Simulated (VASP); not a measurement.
# WC (Qusongite) in VASP: notebook

WC (Qusongite) is run at these levels: PBE, RPBE+D3(BJ), PBEsol+D4; tasks: relaxation of the atoms, single point.

All numbers are computed with VASP 6.6.1; they aren't measurements. Logs are shortened: lines on timing, memory, paths and dates and some standing lists are left out, and cuts for length are marked.

## 1. The cell of the first run

It takes space group Pm (No. 6, monoclinic). Conventional cell: a = 2.894 Å, b = 2.837 Å, c = 2.907 Å, α = 90.00°, β = 119.57°, γ = 90.00°. W (site symmetry m) has 6 C at 2.19 to 2.20 Å and 4 W at 2.84 to 2.89 Å within 2.9 Å. Within 2.9 Å of C (site symmetry m) lie 6 W at 2.19 to 2.20 Å and 4 C at 2.84 to 2.89 Å.

## 2. Relaxation of the atoms, PBE

File INCAR:

```
  PREC = Accurate
  ENCUT = 520
  EDIFF = 1E-7
  ISMEAR = -1
  SIGMA = 0.05
  LREAL = F
  LASPH = T
  NELM = 100
  ALGO = Normal
  ISIF = 2
  LWAVE = F
  LCHARG = F
  GGA = PE
  IBRION = 2
  NSW = 80
  EDIFFG = -0.01
  LUSENCCL = F
```

File KPOINTS:

```
regular mesh
0
Gamma
  10 10 9
```

File POSCAR:

```
WC
1.0
    2.9065000000      0.0145325000      0.0000000000
   -1.4406644858      2.5098365861      0.0000000000
    0.0000000000      0.0000000000      2.8366000000
W C
1 1
Direct
    0.0000000000      0.0000000000      0.0000000000
    0.6666666667      0.3333333333      0.5000000000
```

Potentials or basis: VASP PAW PBE potentials, release 64 (W_sv, C).

Started as:

```sh
$ cat potpaw_PBE.64/W_sv/POTCAR potpaw_PBE.64/C/POTCAR > POTCAR
$ mpirun -np 1 vasp_std > vasp.out
```

OUTCAR:

```text
PREC = Accurate
   ENCUT = 520
   EDIFF = 1E-7
   ISMEAR = -1
   LREAL = F
   LASPH = T
   NELM = 100
   ISIF = 2
   GGA = PE
   IBRION = 2
   NSW = 80
   EDIFFG = -0.01

 ion  position               nearest neighbor table
   1  0.000  0.000  0.000-   2 2.19   2 2.19   2 2.20   2 2.20   2 2.20   2 2.20
   2  0.667  0.333  0.500-   1 2.19   1 2.19   1 2.20   1 2.20   1 2.20   1 2.20

  Warning from LATTYP: Monoclinic adjustment (A1->A3, A2->A1, A3->A2)!
  LATTYP: Found a simple monoclinic cell.
 ALAT       =     2.8939236081
 B/A-ratio  =     0.9801917342
 C/A-ratio  =     1.0043583469
 COS(beta)  =    -0.4934813924

  Lattice vectors:

 A1 = (  -1.4406644858,   2.5098365861,   0.0000000000)
 A2 = (   0.0000000000,   0.0000000000,   2.8366000000)
 A3 = (   2.9065000000,   0.0145325000,   0.0000000000)

Analysis of symmetry for initial positions (statically):
=====================================================================
 Subroutine PRICEL returns:
 Original cell was already a primitive cell.

 Routine SETGRP: Setting up the symmetry group for a
 simple monoclinic supercell.

 Subroutine GETGRP returns: Found  2 space group operations
 (whereof  2 operations were pure point group operations)
 out of a pool of  4 trial point group operations.

The static configuration has the point symmetry C_1h.

Analysis of symmetry for dynamics (positions and initial velocities):
=====================================================================
 Subroutine PRICEL returns:
 Original cell was already a primitive cell.

 Routine SETGRP: Setting up the symmetry group for a
 simple monoclinic supercell.

 Subroutine GETGRP returns: Found  2 space group operations
 (whereof  2 operations were pure point group operations)
 out of a pool of  4 trial point group operations.

The dynamic configuration has the point symmetry C_1h.

 Subroutine INISYM returns: Found  2 space group operations
 (whereof  2 operations are pure point group operations),
 and found     1 'primitive' translations

----------------------------------------------------------------------------------------

                                     Primitive cell

  volume of cell :      20.7519

  direct lattice vectors                    reciprocal lattice vectors
     2.906500000  0.014532500  0.000000000     0.343071797  0.196925711 -0.000000000
    -1.440664486  2.509836586  0.000000000    -0.001986460  0.397292072  0.000000000
     0.000000000  0.000000000  2.836600000     0.000000000 -0.000000000  0.352534725

  length of vectors
     2.906536331  2.893923608  2.836600000     0.395572994  0.397297038  0.352534725

[... 93 lines left out ...]
   EMIN   =  10.00;   EMAX   =-10.00  energy-range for DOS
[... 5 lines left out ...]
     AMIX     =   0.40;   BMIX     =  1.00
     AMIX_MAG =   1.60;   BMIX_MAG =  1.00
  volume/ion in A,a.u.               =      10.38        70.02
  Fermi-wavevector in a.u.,A,eV,Ry     =   1.561275  2.950383 33.165297  2.437581
  Thomas-Fermi vector in A             =   2.664365
   LORBIT       =      0    0 simple, 1 ext, 2 COOP (PROOUT), +10 PAW based schemes
   GGA     = PE    functional components
   LHFCALC =     F    Hartree Fock is set to
   AEXX    =    0.0000 exact exchange contribution
   IVDW    =     0    specifies the selected vdW correction
   LEPSILON=     F    determine dielectric tensor
   LRPA    =     F    only Hartree local field effects (RPA)
 conjugate gradient relaxation of ions
 non-spin polarized calculation
  energy-cutoff  :      520.00
  volume of cell :       20.75
 maximum number of plane-waves:       580
 NGX is ok and might be reduce to    24
   NGX = 11   NGY = 11   NGZ = 11

--------------------------------------- Ionic step        1  -------------------------------------------

 number of electron      18.0000000 magnetization

 Free energy of the ion-electron system (eV)
  ---------------------------------------------------
  ext. energy  EPLUGINS =         0.00000000
  ---------------------------------------------------
  free energy    TOTEN  =       -22.44475698 eV

  energy without entropy =      -22.44293807  energy(sigma->0) =      -22.44384752

------------------------ aborting loop because EDIFF is reached ----------------------------------------

  FORCE on cell =-STRESS in cart. coord.  units (eV):
  Direction    XX          YY          ZZ          XY          YZ          ZX
  --------------------------------------------------------------------------------------
  -------------------------------------------------------------------------------------
  Total        0.8968777      0.9046845      0.8253106     -0.3487829      0.0000000      0.0000000
  in kB       69.2445022     69.8472296     63.7190753    -26.9281958      0.0000000      0.0000000
  external PRESSURE =      67.6036024 kB  Pullay stress =       0.0000000 kB
[... 59 lines left out ...]
--------------------------------------- Ionic step        3  -------------------------------------------

 number of electron      18.0000000 magnetization

 Free energy of the ion-electron system (eV)
  ---------------------------------------------------
  ext. energy  EPLUGINS =         0.00000000
  ---------------------------------------------------
  free energy    TOTEN  =       -22.44485162 eV

  energy without entropy =      -22.44304153  energy(sigma->0) =      -22.44394658

 E-fermi :  11.0799     XC(G=0): -13.8003

 val. band max:       11.0730509703   @ k =   0.4000   0.4000   0.0000
 cond. band min:      11.0966644135   @ k =   0.0000   0.1000   0.3333
 fundamental gap:      0.0236134432
 Fermi energy:        11.0799117617

 k-point     1 :       0.0000    0.0000    0.0000
  band No.  band energies     occupation
      1     -62.9218      2.00000
      2     -26.9054      2.00000
      3     -26.8091      2.00000
      4     -26.7896      2.00000
      5      -3.3742      2.00000
      6       6.7661      2.00000
      7       7.6706      2.00000
      8       7.8255      2.00000
      9      11.1612      0.32862
     10      14.2906      0.00000
     11      14.3401      0.00000
     12      16.6309      0.00000
     13      16.7657      0.00000
[... 354 lines left out ...]
  band No.  band energies     occupation
      1     -62.8895      2.00000
      2     -27.2340      2.00000
      3     -26.9326      2.00000
      4     -26.8441      2.00000
      5      -1.7560      2.00000
      6       5.4772      2.00000
      7       7.9426      2.00000
      8       8.6581      2.00000
      9       9.0680      2.00000
     10      13.5722      0.00000
     11      14.5826      0.00000
     12      15.9262      0.00000
     13      17.3484      0.00000

 [... further k-points ...]
[... 5 lines left out ...]
  --------------------------------------------------------------------------------------
  -------------------------------------------------------------------------------------
  Total        0.8948525      0.9051276      0.8246709     -0.3304223      0.0000000      0.0000000
  in kB       69.0881387     69.8814441     63.6696919    -25.5106434      0.0000000      0.0000000
  external PRESSURE =      67.5464249 kB  Pullay stress =       0.0000000 kB
[... 17 lines left out ...]
  FREE ENERGIE OF THE ION-ELECTRON SYSTEM (eV)
  ---------------------------------------------------
  free  energy   TOTEN  =       -22.4448516229 eV

  energy  without entropy=      -22.4430415296  energy(sigma->0) =      -22.44394658

 reached required accuracy - stopping structural energy minimisation
```

OSZICAR:

```text
N       E                     dE             d eps       ncg     rms          rms(c)
DAV:   1     0.113119118445E+03    0.11312E+03   -0.98754E+03  6768   0.154E+03
DAV:   2    -0.213785333318E+02   -0.13450E+03   -0.13101E+03  7775   0.384E+02
DAV:   3    -0.254735509836E+02   -0.40950E+01   -0.40587E+01  8312   0.619E+01
[... 17 lines left out ...]
   2 F= -.22444826E+02 E0= -.22443923E+02  d E =-.686377E-04
       N       E                     dE             d eps       ncg     rms          rms(c)
DAV:   1    -0.224448232510E+02    0.23454E-05   -0.40044E-03  6950   0.118E+00    0.195E-02
DAV:   2    -0.224448523376E+02   -0.29087E-04   -0.34288E-04  7245   0.187E-01    0.867E-03
DAV:   3    -0.224448516949E+02    0.64273E-06   -0.28976E-06  8085   0.184E-02    0.396E-03
DAV:   4    -0.224448516229E+02    0.72023E-07   -0.49414E-07  7430   0.580E-03
   3 F= -.22444852E+02 E0= -.22443947E+02  d E =-.946405E-04
```

Wall time 9.7 min (1 × NVIDIA H100 80GB with 1 thread of AMD EPYC 7R13 (Zen 3), shared host); peak memory 1.2 GiB.

Results:

```yaml
Free_energy: -22.4449 eV
Energy_gained_by_relaxing: 0.0 meV/atom
Ionic_steps: 3
Pressure_after_relaxing: 6.8 GPa
Band_gap_on_the_k_mesh: zero (band 9 reaches 11.73 eV, above the bottom of band 10 at 10.63 eV)
```

Final structure:
```
W C
1.0
     2.90650    0.01453    0.00000
    -1.44066    2.50984    0.00000
     0.00000    0.00000    2.83660
W C
1 1
Direct
  0.00059 0.99998 0.00000
  0.66608 0.33335 0.50000
```

Levels at points of the mesh, in eV from the Fermi level:
| k point | band 6 | band 7 | band 8 | band 9 | band 10 | band 11 | band 12 | band 13 |
| --- | --- | --- | --- | --- | --- | --- | --- | --- |
| (0.00, 0.00, 0.00) | -4.31 | -3.41 | -3.25 | 0.08 | 3.21 | 3.26 | 5.55 | 5.69 |
| (0.50, 0.00, 0.00) | -7.06 | -3.63 | -3.59 | -0.42 | 2.39 | 4.52 | 4.88 | 6.90 |
| (0.00, 0.50, 0.00) | -7.04 | -3.62 | -3.57 | -0.47 | 2.35 | 4.50 | 4.92 | 6.86 |
| (0.50, 0.50, 0.00) | -7.01 | -3.61 | -3.55 | -0.53 | 2.30 | 4.54 | 4.91 | 6.82 |

Caveat: spin-orbit coupling is left out, which moves the levels of the heavy elements.

## 3. Single point, PBE

File INCAR:

```
ALGO     = Normal         # electronic algorithm
EDIFF    = 1E-6           # SCF threshold, eV
ENCUT    = 520            # plane-wave cutoff, eV
GGA      = PE             # functional
ISIF     = 2              # what is computed and relaxed
ISMEAR   = 0              # smearing method
LASPH    = True           # aspherical terms in the spheres
LCHARG   = False          # write CHGCAR
LREAL    = False          # projectors in reciprocal space
LWAVE    = False          # write WAVECAR
NBANDS   = 16             # bands
NELM     = 80             # most SCF steps
PREC     = Accurate       # precision mode
SIGMA    = 0.028000000000000004 # smearing width, eV
```

File KPOINTS:

```
k-points
0
Gamma
  10 10 9
```

File POSCAR:

```
WC
1.0
    2.9065000000      0.0000000000      0.0000000000
   -1.4532500000      2.5171028361      0.0000000000
    0.0000000000      0.0000000000      2.8366000000
W C
1 1
Direct
    0.0000000000      0.0000000000      0.0000000000
    0.6666666667      0.3333333333      0.5000000000
```

Potentials or basis: VASP PAW PBE potentials, release 64 (W_sv, C).

Started as:

```sh
$ cat potpaw_PBE.64/W_sv/POTCAR potpaw_PBE.64/C/POTCAR > POTCAR
$ mpirun -np 1 vasp_std > vasp.out
```

Wall time 41 s (1 thread of AMD EPYC 7R13, shared host); peak memory 0.13 GiB.

The run converged. Its results:

| Quantity | Value |
| --- | --- |
| Free energy | -22.4453 eV |
| Pressure | 6.7 GPa |
| Band gap on the k mesh | zero (band 9 reaches 11.73 eV, above the bottom of band 10 at 10.54 eV) |

Stress tensor (GPa, compression positive):
```
6.95 0.00 0.00
0.00 6.95 0.00
0.00 0.00 6.29
```

Levels at points of the mesh, in eV from the Fermi level:
```tsv
k point	band 5	band 6	band 7	band 8	band 9	band 10	band 11	band 12	band 13	band 14
(0.00, 0.00, 0.00)	-14.47	-4.32	-3.34	-3.34	0.07	3.22	3.22	5.61	5.61	6.37
(0.50, 0.00, 0.00)	-11.12	-7.05	-3.63	-3.58	-0.49	2.33	4.52	4.88	6.84	9.65
```

Caveat: spin-orbit coupling is left out, which moves the levels of the heavy elements.

## 4. Single point, PBE

File INCAR:

```
SYSTEM = WC
  PREC = Accurate
  ENCUT = 520
  EDIFF = 1E-7
  ISMEAR = -1
  SIGMA = 0.02
  LREAL = .False.
  LASPH = .True.
  NELM = 60
  ALGO = Normal
  ISIF = 2
  LWAVE = .False.
  LCHARG = .False.
  GGA = PE
  NBANDS = 16
```

File KPOINTS:

```
regular mesh
0
Gamma
  6 6 5
  0 0 0
```

POSCAR is that of step 3.

Started as:

```sh
$ cat potpaw_PBE.64/W_sv/POTCAR potpaw_PBE.64/C/POTCAR > POTCAR
$ mpirun -np 1 vasp_std > vasp.out
```

Wall time 8.6 s (1 thread of Intel Xeon 8259CL, shared host); peak memory 0.14 GiB.

Results (log left out):

* Free energy: -22.4349 eV
* Pressure: 7.1 GPa
* Band gap on the k mesh: zero (band 9 reaches 11.69 eV, above the bottom of band 10 at 10.64 eV)

Stress tensor (GPa, compression positive):
```
8.01 0.00 0.00
0.00 8.01 0.00
0.00 0.00 5.15
```

Levels at points of the mesh, in eV from the Fermi level:
| k point | band 5 | band 6 | band 7 | band 8 | band 9 | band 10 | band 11 | band 12 | band 13 | band 14 |
| --- | --- | --- | --- | --- | --- | --- | --- | --- | --- | --- |
| (0.00, 0.00, 0.00) | -14.71 | -4.59 | -3.59 | -3.59 | -0.17 | 2.95 | 2.95 | 5.36 | 5.36 | 6.13 |
| (0.50, 0.00, 0.00) | -11.37 | -7.30 | -3.88 | -3.84 | -0.73 | 2.07 | 4.26 | 4.62 | 6.59 | 9.41 |

Caveat: the k points lie up to 0.44 Å⁻¹ apart; spin-orbit coupling is left out, which moves the levels of the heavy elements.

## 5. Single point, RPBE+D3(BJ)

This run uses another cell than the first one, of 9.58 Å³/atom, 0.923 times its volume.

File INCAR:

```
SYSTEM = WC
PREC = Accurate ; ENCUT = 520
EDIFF = 1E-7 ; ISMEAR = -1
SIGMA = 0.05 ; LREAL = .FALSE.
LASPH = .TRUE. ; NELM = 60
ALGO = Normal ; ISIF = 2
LWAVE = .FALSE. ; LCHARG = .TRUE.
GGA = RP ; IVDW = 12
LELF = .TRUE. ; LVHAR = .TRUE.
NBANDS = 16
```

File KPOINTS:

```
Automatic mesh
0
G
  10 10 9
  0 0 0
```

File POSCAR:

```
WC
1.0
    2.8253993148      0.0000000000      0.0000000000
   -1.4126996574      2.4468675825      0.0000000000
    0.0000000000      0.0000000000      2.7708322021
W C
1 1
Direct
    0.0000000000      0.0000000000      0.0000000000
    0.6666666667      0.3333333333      0.5000000000
```

Started as:

```sh
$ cat potpaw_PBE.64/W_sv/POTCAR potpaw_PBE.64/C/POTCAR > POTCAR
$ mpirun -np 1 vasp_std > vasp.out
```

Run time: 28 s. Hardware: 1 thread of Intel Xeon 8259CL, shared host; peak memory 0.16 GiB.

It converged, with:

| Item | Value |
| --- | --- |
| Free energy | -26.8341 eV |
| Pressure | 1.6 GPa |
| Band gap on the k mesh | zero (band 9 reaches 13.00 eV, above the bottom of band 10 at 11.72 eV) |
| Dispersion energy per atom | -2.869 eV |

Stress tensor (GPa, compression positive):
```
1.49 0.00 0.00
0.00 1.49 0.00
0.00 0.00 1.86
```

Levels at points of the mesh, in eV from the Fermi level:
```
           k point  band 6  band 7  band 8  band 9  band 10  band 11  band 12  band 13
(0.00, 0.00, 0.00)   -4.78   -3.63   -3.63    0.08     3.64     3.64     6.10     6.10
(0.50, 0.00, 0.00)   -7.39   -4.02   -3.95   -0.46     2.61     5.11     5.54     7.36
```

Caveat: the PAW data sets were made with another functional, which shifts forces and pressure a little; spin-orbit coupling is left out, which moves the levels of the heavy elements; pairwise dispersion overbinds metals, which lowers pressure and volume.

(Part 1 of 2 ends here.)
